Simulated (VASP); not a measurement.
Wanted: the native input for a VASP 6.6.1 run.

```yaml
Task: relaxation of cell and atoms
Functional: PBE
Potentials_or_basis: VASP PAW PBE potentials, release 64 (B, Pt)
Cutoff: 600 eV
k_mesh: 8 × 8 × 2
Occupations: gaussian, width 0.1 eV
Spin: no spin polarisation
Dipole_correction: no
Further_INCAR_settings: ALGO = Normal; EDIFF = 1e-06; IBRION = 2; EDIFFG = -0.04; NSW = 90; ISIF = 3
```

The structure of B5Pt lies in POSCAR:

```
B5Pt
1.0
    2.3928153400      0.0000000000      0.0000000000
    0.0000000000      2.3928153400      0.0000000000
    0.0000000000      0.0000000000     10.1358887300
B Pt
5 1
Direct
    0.5000000000      0.5000000000      0.3344822800
    0.5000000000      0.5000000000      0.6655177200
    0.0000000000      0.0000000000      0.1759868000
    0.0000000000      0.0000000000      0.8240132000
    0.0000000000      0.0000000000      0.5000000000
    0.5000000000      0.5000000000      0.0000000000
```

One way to write it, as run:

INCAR

```
PREC     = Accurate       # precision mode
ENCUT    = 600            # plane-wave cutoff, eV
EDIFF    = 1E-6           # SCF threshold, eV
ISMEAR   = 0              # smearing method
SIGMA    = 0.1            # smearing width, eV
LREAL    = False          # projectors in reciprocal space
LASPH    = True           # aspherical terms in the spheres
NELM     = 100            # most SCF steps
ALGO     = Normal         # electronic algorithm
ISIF     = 3              # what is computed and relaxed
LWAVE    = False          # write WAVECAR
LCHARG   = False          # write CHGCAR
GGA      = PE             # functional
IBRION   = 2              # ionic algorithm
NSW      = 90             # ionic steps
EDIFFG   = -0.04          # ionic threshold
```

KPOINTS

```
regular mesh
0
Gamma
  8 8 2
```

Potentials or basis: VASP PAW PBE potentials, release 64 (B, Pt).

The run is started by

```sh
$ cat potpaw_PBE.64/B/POTCAR potpaw_PBE.64/Pt/POTCAR > POTCAR
$ mpirun -np 1 vasp_std > vasp.out
```

Results of the run:

- Relaxed volume: 7.99 Å³/atom
- Relaxed cell: a = 2.824 Å, b = 2.824 Å, c = 6.015 Å, α = 90.00°, β = 90.00°, γ = 90.00°
- Space group after relaxing (to 0.05 Å): P4/mmm (No. 123)
- Energy gained by relaxing: 1133.2 meV/atom
- Ionic steps: 44
- Pressure after relaxing: 0.0 GPa
- Largest force after relaxing: 0.038 eV/Å

Caveat: the volume moved by over 15 % at a fixed basis, so the end points are rough.

Run time: 13 min on 1 thread of Intel Xeon 6975P-C, with other jobs on the host, peak memory 0.22 GiB.
